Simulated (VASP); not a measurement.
# Ga (P-1) in VASP: electric field gradients with PBEsol

Aim: the electric field gradients of Ga with PBEsol.

Program: VASP 6.6.1. These are calculated values, not measurements. Logs are shortened: lines on timing, memory, paths and dates and some standing lists are left out, and cuts for length are marked.

### 1 The cell of the first run

The typed cell holds 4 atoms: a = 4.380 Å, b = 4.497 Å, c = 4.518 Å, α = 87.66°, β = 90.62°, γ = 118.93°.

### 2 Electric field gradients, PBEsol (equal xy, yz and zx shear strains of +3 %)

INCAR

```
ALGO = Normal ; EDIFF = 1E-8
ENCUT = 520 ; GGA = PS
ISIF = 2 ; ISMEAR = -1
LASPH = True ; LCHARG = False
LEFG = True ; LREAL = False
LWAVE = False ; NBANDS = 34
NELM = 80 ; PREC = Accurate
SIGMA = 0.05
```

KPOINTS

```
k-points
0
Gamma
  9 9 8
```

POSCAR

```
Ga
1.0
    2.1980140000     -3.7885697500     -0.0235057500
    2.3126860000      3.8562302500      0.0911662500
    0.0677505000      0.0677505000      4.5167000000
Ga
4
Direct
    0.1525000000      0.8475000000      0.0785000000
    0.6525000000      0.3475000000      0.4215000000
    0.8475000000      0.1525000000      0.9215000000
    0.3475000000      0.6525000000      0.5785000000
```

Potentials or basis: VASP PAW PBE potentials, release 64 (Ga_d).

Run with:

```bash
cat potpaw_PBE.64/Ga_d/POTCAR > POTCAR
mpirun -np 1 vasp_std > vasp.out
```

OUTCAR:

```text
EDIFF = 1E-8
   ENCUT = 520
   GGA = PS
   ISIF = 2
   ISMEAR = -1
   LASPH = True
   LREAL = False
   NELM = 80
   PREC = Accurate

 ion  position               nearest neighbor table
   1  0.153  0.847  0.078-   3 2.42   4 2.67   2 2.70   4 2.74   3 2.75   2 2.78   3 2.86
   2  0.653  0.347  0.422-   4 2.46   3 2.67   1 2.70   3 2.74   4 2.76   1 2.78   4 2.80
   3  0.847  0.153  0.922-   1 2.42   2 2.67   4 2.70   2 2.74   1 2.75   4 2.78   1 2.86
   4  0.347  0.653  0.578-   2 2.46   1 2.67   3 2.70   1 2.74   2 2.76   3 2.78   2 2.80

  LATTYP: Found a triclinic cell.
 ALAT       =     7.6465198865
 B/A-ratio  =     0.5728197343
 C/A-ratio  =     0.5908199037
 COS(alpha) =     0.0108110948
 COS(beta)  =     0.0302114049
 COS(gamma) =     0.8573152715

  Lattice vectors:

 A1 = (   0.1146720000,   7.6448000000,   0.1146720000)
 A2 = (  -2.1980140000,   3.7885697500,   0.0235057500)
 A3 = (   0.0677505000,   0.0677505000,   4.5167000000)

Analysis of symmetry for initial positions (statically):
=====================================================================
 Subroutine PRICEL returns:
 Original cell was already a primitive cell.

 Routine SETGRP: Setting up the symmetry group for a
 triclinic supercell.

 Subroutine GETGRP returns: Found  2 space group operations
 (whereof  2 operations were pure point group operations)
 out of a pool of  2 trial point group operations.

The static configuration has the point symmetry S_2 .

Analysis of symmetry for dynamics (positions and initial velocities):
=====================================================================
 Subroutine PRICEL returns:
 Original cell was already a primitive cell.

 Routine SETGRP: Setting up the symmetry group for a
 triclinic supercell.

 Subroutine GETGRP returns: Found  2 space group operations
 (whereof  2 operations were pure point group operations)
 out of a pool of  2 trial point group operations.

The dynamic configuration has the point symmetry S_2 .

 Subroutine INISYM returns: Found  2 space group operations
 (whereof  2 operations are pure point group operations),
 and found     1 'primitive' translations

----------------------------------------------------------------------------------------

[... 138 lines left out ...]
  ext. energy  EPLUGINS =         0.00000000
  ---------------------------------------------------
  free energy    TOTEN  =       -13.34770272 eV

  energy without entropy =      -13.34029637  energy(sigma->0) =      -13.34399954

 E-fermi :   4.9385     XC(G=0): -10.8411

 val. band max:        4.9365971351   @ k =   0.4444   0.4444   0.1250
 cond. band min:       4.9412079454   @ k =  -0.2222   0.1111   0.2500
 fundamental gap:      0.0046108103
 Fermi energy:         4.9385147557

 k-point     1 :       0.0000    0.0000    0.0000
  band No.  band energies     occupation
      1     -10.1689      2.00000
      2     -10.1660      2.00000
      3     -10.1571      2.00000
      4     -10.1287      2.00000
      5     -10.0788      2.00000
      6     -10.0461      2.00000
[... 877 lines left out ...]
     33      10.9194      0.00000
     34      12.1392      0.00000

 [... further k-points ...]
[... 5 lines left out ...]
  --------------------------------------------------------------------------------------
  -------------------------------------------------------------------------------------
  Total       -0.8130860      0.3012251     -0.8517992     -0.4274322     -0.7461271     -0.4848785
  in kB      -16.7392522      6.2014148    -17.5362539     -8.7996788    -15.3607487     -9.9823438
  external PRESSURE =      -9.3580304 kB  Pullay stress =       0.0000000 kB

 VOLUME and BASIS-vectors are now :
 -----------------------------------------------------------------------------
  energy-cutoff  :      520.00
  volume of cell :       77.82
      direct lattice vectors                 reciprocal lattice vectors
     2.198014000 -3.788569750 -0.023505750     0.223727391 -0.134143624 -0.001343757
     2.312686000  3.856230250  0.091166250     0.219859434  0.127588154 -0.005211714
     0.067750500  0.067750500  4.516700000    -0.003273381 -0.003273381  0.221498781

 POSITION                                       TOTAL-FORCE (eV/Angst)
 -----------------------------------------------------------------------------------
      2.30052      2.69572      0.42824         0.042474     -0.485831      0.075817
      2.26642     -1.10344      1.92013        -0.027245     -0.324867     -0.150473
      2.27793     -2.56031      4.15612        -0.042474      0.485831     -0.075817
      2.31203      1.23886      2.66423         0.027245      0.324867      0.150473
 -----------------------------------------------------------------------------------
    total drift:                                0.000000      0.000000     -0.000000

  FREE ENERGIE OF THE ION-ELECTRON SYSTEM (eV)
  ---------------------------------------------------
  free  energy   TOTEN  =       -13.3477027175 eV

  energy  without entropy=      -13.3402963659  energy(sigma->0) =      -13.34399954

 Electric field gradients (V/A^2)
---------------------------------------------------------------------
 ion       V_xx      V_yy      V_zz      V_xy      V_xz      V_yz
---------------------------------------------------------------------
   1      31.061   -43.587    12.526     3.939     8.832    33.022
   2      26.242   -37.871    11.629     1.995     2.437   -18.922
   3      31.061   -43.587    12.526     3.939     8.832    33.022
   4      26.242   -37.871    11.629     1.995     2.437   -18.922
---------------------------------------------------------------------

 Electric field gradients after diagonalization (V/A^2)
 (convention: |V_zz| > |V_xx| > |V_yy|)
----------------------------------------------------------------------
 ion       V_xx      V_yy      V_zz     asymmetry (V_yy - V_xx)/ V_zz
----------------------------------------------------------------------
   1      39.237    19.626   -58.862       0.333
   2      26.666    17.711   -44.376       0.202
   3      39.237    19.626   -58.862       0.333
   4      26.666    17.711   -44.376       0.202
----------------------------------------------------------------------

           NMR quadrupolar parameters

 Cq : quadrupolar parameter    Cq=e*Q*V_zz/h
 eta: asymmetry parameters     (V_yy - V_xx)/ V_zz
 Q  : nuclear electric quadrupole moment in mb (millibarn)
----------------------------------------------------------------------
 ion       Cq(MHz)       eta       Q (mb)
----------------------------------------------------------------------
   1      -0.142       0.333       1.000
   2      -0.107       0.202       1.000
   3      -0.142       0.333       1.000
   4      -0.107       0.202       1.000
----------------------------------------------------------------------
```

OSZICAR:

```text
N       E                     dE             d eps       ncg     rms          rms(c)
DAV:   1     0.356421185668E+03    0.35642E+03   -0.25401E+04 22686   0.289E+03
DAV:   2     0.306992717945E+02   -0.32572E+03   -0.31737E+03 22780   0.534E+02
DAV:   3    -0.121670308765E+02   -0.42866E+02   -0.42368E+02 25100   0.152E+02
DAV:   4    -0.135200817321E+02   -0.13531E+01   -0.13470E+01 25782   0.301E+01
DAV:   5    -0.135482744885E+02   -0.28193E-01   -0.28184E-01 28072   0.450E+00    0.273E+00
DAV:   6    -0.133859927589E+02    0.16228E+00   -0.32444E-01 28252   0.783E+00    0.141E+00
DAV:   7    -0.133507704966E+02    0.35222E-01   -0.81289E-02 32114   0.303E+00    0.353E-01
DAV:   8    -0.133474441147E+02    0.33264E-02   -0.15726E-02 23636   0.202E+00    0.524E-02
DAV:   9    -0.133476601819E+02   -0.21607E-03   -0.30945E-03 25254   0.155E+00    0.335E-02
DAV:  10    -0.133476894773E+02   -0.29295E-04   -0.47091E-04 28988   0.454E-01    0.121E-02
DAV:  11    -0.133477028142E+02   -0.13337E-04   -0.13904E-04 28828   0.948E-02    0.635E-03
DAV:  12    -0.133477026013E+02    0.21293E-06   -0.48615E-06 34216   0.121E-01    0.147E-03
DAV:  13    -0.133477027453E+02   -0.14396E-06   -0.31828E-06 24916   0.246E-02    0.827E-04
DAV:  14    -0.133477027416E+02    0.36634E-08   -0.48191E-07 24192   0.160E-02    0.398E-04
DAV:  15    -0.133477027234E+02    0.18232E-07   -0.83774E-08 27832   0.370E-03    0.159E-04
DAV:  16    -0.133477027175E+02    0.58753E-08   -0.26298E-08 17152   0.482E-03
   1 F= -.13347703E+02 E0= -.13344000E+02  d E =-.740635E-02
```

Run time: 13 min. Hardware: 1 thread of Oxide Virtual Turin-like, shared host; peak memory 0.62 GiB.

What came out:

| Quantity | Value |
| --- | --- |
| Free energy | -13.3477 eV |
| Pressure | -0.9 GPa |
| Largest force | 0.494 eV/Å |
| Band gap on the k mesh | zero (bands 26 and 27 overlap by 1.32 eV) |
| Largest electric field gradient by atom | Ga -58.9, -44.4 (each value once) V/Å² |

Forces in eV/Å, atoms in the order of the input:
```
Ga   0.042 -0.486  0.076
Ga  -0.027 -0.325 -0.150
Ga  -0.042  0.486 -0.076
Ga   0.027  0.325  0.150
```

Electric field gradients, principal values (V/Å²):
```
atom   least  middle  greatest (by size)
1 Ga  19.626  39.237             -58.862
2 Ga  17.711  26.666             -44.376
3 Ga  19.626  39.237             -58.862
4 Ga  17.711  26.666             -44.376
```

Caveat: the cell differs from its parent crystal (equal xy, yz and zx shear strains of +3 %); without QUAD_EFG the Cq values of the log hold for a quadrupole moment of 1 mb, not for the nuclei; the PAW data sets were made with another functional, which shifts forces and pressure a little.
